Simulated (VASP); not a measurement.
Write the native input for VASP 6.6.1 that does the following.

- Task: single point
- Functional: PBE
- Potentials or basis: VASP PAW PBE potentials, release 64 (Be, S, Au)
- Cutoff: 520 eV
- k mesh: 4 × 4 × 4
- Occupations: gaussian, width 0.1 eV
- Spin: collinear spin
- Starting moments: [0.0, 0.0, 0.0, 1.0, 1.0] μB
- Dipole correction: no
- Further INCAR settings: ALGO = Normal; EDIFF = 1e-06; NBANDS = 30

The structure of BeAu2S2 lies in POSCAR:

```
BeAu2S2
1.0
    4.3812759526      0.0000000000      0.0000000000
    0.0000000000      4.3812759526      0.0000000000
    0.0000000000      0.0000000000      4.8300979781
Be S Au
1 2 2
Direct
    0.5000000000      0.5000000000      0.5000000000
    0.0000000000      0.5000000000      0.5000000000
    0.5000000000      0.0000000000      0.5000000000
    0.0000000000      0.5000000000      0.0000000000
    0.5000000000      0.0000000000      0.0000000000
```

The cell was built from a structure type or drawn by symmetry, and may not be a known phase.

These files were run (other wordings do the same):

INCAR

```
SYSTEM = BeAu2S2
  ALGO = Normal
  EDIFF = 1E-6
  ENCUT = 520
  GGA = PE
  ISIF = 2
  ISMEAR = 0
  ISPIN = 2
  LASPH = .True.
  LCHARG = .True.
  LELF = .True.
  LMAXMIX = 4
  LORBIT = 11
  LREAL = .False.
  LVHAR = .True.
  LWAVE = .False.
  MAGMOM = 0 0 0 1 1
  NBANDS = 30
  NELM = 150
  PREC = Accurate
  SIGMA = 0.1
```

KPOINTS

```
k-points
0
Gamma
  4 4 4
  0 0 0
```

Potentials or basis: VASP PAW PBE potentials, release 64 (Be, S, Au).

Command:

```sh
$ cat potpaw_PBE.64/Be/POTCAR potpaw_PBE.64/S/POTCAR potpaw_PBE.64/Au/POTCAR > POTCAR
$ mpirun -np 1 vasp_std > vasp.out
```

Results of the run:

```
Pressure                                              : -0.2 GPa
Net moment                                            : 0.05 μB per cell
Valence electrons inside the program's atomic spheres : Be 0.81; S 3.69; Au 9.61
```

It took 48 s on 1 thread of Intel(R) Xeon(R) 6975P-C (Granite Rapids), with other jobs on the host, peak memory 0.28 GiB.
